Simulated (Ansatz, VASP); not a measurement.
**Mg in VASP and in Ansatz**

INCAR

```
SYSTEM = Mg
PREC = Accurate
ENCUT = 520
EDIFF = 1E-6
ISMEAR = -1
SIGMA = 0.03
LREAL = .False.
LASPH = .True.
NELM = 60
ALGO = Normal
ISIF = 2
LWAVE = .False.
LCHARG = .False.
NBANDS = 7
```

The input KPOINTS:

```
regular mesh
0
Gamma
  16 16 16
  0 0 0
```

POSCAR

```
Mg
1.0
    0.0000000000      2.2882721944      2.2882721944
    2.2882721944      0.0000000000      2.2882721944
    2.2882721944      2.2882721944      0.0000000000
Mg
1
Direct
    0.0000000000      0.0000000000      0.0000000000
```

Input for Ansatz:

```yaml
crystal:
  lattice:
    - [0.0, 2.2882721944, 2.2882721944]
    - [2.2882721944, 0.0, 2.2882721944]
    - [2.2882721944, 2.2882721944, 0.0]
  atoms:
    - { symbol: Mg, position: [0.0, 0.0, 0.0] }
kpoints:
  mp_grid: { grid: [16, 16, 16] }
  band_path:
    path:
      - [0.0, 0.0, 0.0]
      - [0.5, 0.0, 0.5]
      - [0.625, 0.25, 0.625]
      - [0.375, 0.375, 0.75]
      - [0.0, 0.0, 0.0]
      - [0.5, 0.5, 0.5]
      - [0.5, 0.25, 0.75]
      - [0.5, 0.0, 0.5]
    npoints: 5
scf:
  occupations: { method: fermi_dirac, width: 0.03 }
hamiltonian:
  xc: lda
  pseudopotentials: { kind: all_electron, lapw: { basis_error: 0.001 } }
output:
  forces: true
  stress: true
  eigenvalues: true
```

Change from the starting cell: volume scaled by 1.06.

Alike in both runs: task single point; functional LDA; k mesh 16 × 16 × 16; occupations fermi-dirac, width 0.03 eV; no spin polarisation.

```csv
,VASP,Ansatz
version,VASP 6.6.1,Ansatz 0.2.0
potentials or method,"VASP PAW LDA potentials, release 64 (Mg), cutoff 520 eV","all-electron LAPW, scalar-relativistic"
```

VASP gave:

* pressure (GPa): -3.4

Task: Which values does Ansatz return?

Result: Pressure (GPa): -3.0.

LDA's correlation is that of Perdew and Zunger in VASP and of Perdew and Wang (1992) in Ansatz. Ansatz ran all-electron here, and VASP with PAW potentials.
